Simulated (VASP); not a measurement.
KI: single point with r2SCAN

Crystal: KI.

```
K I
1.0
     0.00000    3.54449    3.54449
     3.54449    0.00000    3.54449
     3.54449    3.54449    0.00000
K I
1 1
Cartesian
  0.0000 0.0000 0.0000
  3.5445 3.5445 3.5445
```

```yaml
Program: VASP 6.6.1
Task: single point
Functional: r2SCAN
Potentials_or_basis: VASP PAW PBE potentials, release 64 (K_sv, I)
Cutoff: 550 eV
k_mesh: 6 × 6 × 6
Occupations: fermi-dirac, width 0.02 eV
Spin: no spin polarisation
```

The pressure is 0.0 GPa. The band gap on the k mesh is 4.58 eV, direct.

Levels at points of the mesh, in eV from the valence-band top:
| k point | band 6 | band 7 | band 8 | band 9 | band 10 | band 11 |
| --- | --- | --- | --- | --- | --- | --- |
| (0.00, 0.00, 0.00) | 0.00 | 0.00 | 0.00 | 4.58 | 7.05 | 7.05 |
| (0.50, 0.00, 0.00) | -1.30 | -0.33 | -0.33 | 6.01 | 8.31 | 8.75 |
| (0.50, 0.50, 0.00) | -1.00 | -0.37 | -0.37 | 5.39 | 6.47 | 8.82 |

Wall time 120 s on 1 thread of AMD EPYC 7R43 64-Core Processor (Zen 3), with other jobs on the host, peak memory 0.22 GiB.

Caveat: the PAW data sets were made with another functional, which shifts forces and pressure a little; spin-orbit coupling is left out, which moves the levels of the heavy elements. r2SCAN opens gaps a little over a GGA but as a rule still falls short of measured ones.
